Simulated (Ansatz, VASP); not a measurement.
Mg: VASP beside Ansatz

```
Mg
1.0
     3.14376    0.00000    0.00000
    -1.57188    2.72257    0.00000
     0.00000    0.00000    5.10397
Mg
2
Direct
  0.33333 0.66667 0.25000
  0.66667 0.33333 0.75000
```

Change from the starting cell: volume scaled by 0.94, crystal datasets.

Alike in both runs: task electric field gradients; functional PBE; k mesh 12 × 12 × 7; occupations fermi-dirac, width 0.08 eV; no spin polarisation.

|  | VASP | Ansatz |
| --- | --- | --- |
| version | VASP 6.6.1 | Ansatz 0.2.0 |
| potentials or method | VASP PAW PBE potentials, release 64 (Mg), cutoff 520 eV | all-electron PAW with datasets made for the crystal, scalar-relativistic |

```csv
,VASP,Ansatz,Ansatz less VASP
pressure (GPa),1.8,1.9,+0.10
"traceless stress, the component that is largest in VASP (GPa)",-0.57,-0.57,+0.003
size of Vzz on the site where it differs most (V/Å²),1.0,1.2,+0.15
```

Ansatz ran all-electron here, and VASP with PAW potentials.
